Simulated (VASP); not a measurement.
Li3Os:

```
CELL_PARAMETERS angstrom
3.64788 0.00000 0.00000
0.00000 3.64788 0.00000
0.00000 0.00000 3.64788
ATOMIC_POSITIONS crystal
Li 0.00000 0.50000 0.50000
Li 0.50000 0.00000 0.50000
Li 0.50000 0.50000 0.00000
Os 0.00000 0.00000 0.00000
```

```yaml
Program: VASP 6.6.1
Task: relaxation of cell and atoms
Functional: r2SCAN
Potentials_or_basis: VASP PAW PBE potentials, release 64 (Li_sv, Os)
Cutoff: 600 eV
k_mesh: 12 × 12 × 12
Occupations: gaussian, width 0.1 eV
Spin: no spin polarisation
```

At the start: pressure 3.6 GPa; volume 12.14 Å³/atom.

Problem. How do energy, volume and symmetry change on relaxing?

Solution. Over 4 steps the energy falls by 7.5 meV/atom and the volume is 12.83 Å³/atom (+5.7 %); space group Pm-3m (No. 221, to 0.1 Å) before and after.

The path:
```csv
step,energy change (eV),largest force (eV/Å),pressure (GPa),volume (Å³)
1,0.0000,0.0000,3.64,48.54
2,-0.0274,0.0000,1.13,50.51
3,-0.0299,0.0000,-0.18,51.46
4,-0.0300,0.0000,0.00,51.33
```

Final structure:
```cif
data_structure
_symmetry_space_group_name_H-M 'P 1'
_symmetry_Int_Tables_number 1
_cell_length_a 3.7165
_cell_length_b 3.7165
_cell_length_c 3.7165
_cell_angle_alpha 90.000
_cell_angle_beta 90.000
_cell_angle_gamma 90.000
_cell_volume 51.33
loop_
_atom_site_label
_atom_site_type_symbol
_atom_site_fract_x
_atom_site_fract_y
_atom_site_fract_z
_atom_site_occupancy
Li1 Li 0.00000 0.50000 0.50000 1
Li2 Li 0.50000 0.00000 0.50000 1
Li3 Li 0.50000 0.50000 0.00000 1
Os1 Os 0.00000 0.00000 0.00000 1
```

Caveat: the cutoff is under 1.25 times the usual one of these potentials, so pressure, stress and relaxed cells hold a basis-set (Pulay) error; the PAW data sets were made with another functional, which shifts forces and pressure a little.
